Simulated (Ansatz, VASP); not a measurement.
## Two plane-wave programs on SnSe2

INCAR

```
PREC = Accurate
ENCUT = 500
EDIFF = 1E-6
ISMEAR = 0
SIGMA = 0.05
LREAL = False
LASPH = True
NELM = 120
ALGO = Normal
ISIF = 2
LWAVE = False
LCHARG = False
GGA = PE
NBANDS = 20
GGA_COMPAT = False
```

File KPOINTS:

```
Automatic mesh
0
Gamma
  8 8 4
```

File POSCAR:

```
SnSe2
1.0
    3.8393021247      0.0000000000      0.0000000000
   -1.9196510623      3.3249331729      0.0000000000
    0.0000000000      0.0000000000      6.0468501537
Sn Se
1 2
Direct
    0.0000000000      0.0000000000      0.0000000000
    0.3333333333      0.6666666667      0.2638113996
    0.6666666667      0.3333333333      0.7361886004
```

Input for Ansatz:

```yaml
crystal:
  lattice:
    - [3.839302124749, -2.90991697359e-11, 5.610466622838e-19]
    - [-1.919651062349, 3.324933172851, -1.122093324568e-18]
    - [9.050847099048e-19, -1.567652702736e-18, 6.04685015371]
  atoms:
    - { symbol: Sn, position: [7.37874386106e-35, 6.751191385665e-35, 7.528831249392e-19] }
    - { symbol: Se, position: [0.3333333333333, 0.6666666666667, 0.263811399607] }
    - { symbol: Se, position: [0.6666666666667, 0.3333333333333, 0.736188600393] }
basis:
  ecutwfc: 420
  ecutrho_ratio: 4
kpoints:
  mp_grid: { grid: [8, 8, 4] }
hamiltonian:
  xc: pbe
scf:
  occupations: { method: gaussian, width: 0.05 }
  n_extra_bands: 16
output:
  forces: true
  stress: true
```

Alike in both runs: task single point; functional PBE; k mesh 8 × 8 × 4; occupations gaussian, width 0.05 eV; no spin polarisation.

```csv
,VASP,Ansatz
version,VASP 6.6.1,Ansatz 0.2.0
potentials or method,"VASP PAW PBE potentials, release 64 (Sn_d, Se), cutoff 500 eV","scalar-relativistic, plane waves, PAW"
valence electrons in the cell,26,46
```

VASP gave:

* pressure (GPa): 2.3
* traceless stress, the component that is largest in VASP (GPa): -0.05
* rms of the force components (eV/Å): 0.001

Question: Which values does Ansatz return?

Answer: Pressure (GPa): 2.2; traceless stress, the component that is largest in VASP (GPa): -0.06; rms of the force components (eV/Å): 0.006.

Atom by atom the forces differ by 0.006 eV/Å (rms over components). The functional is the same, so the differences come from potentials, cutoffs and numerics. VASP's potentials hold 26 valence electrons a cell and Ansatz's 46, so a difference there can come from the potentials and not from the codes.
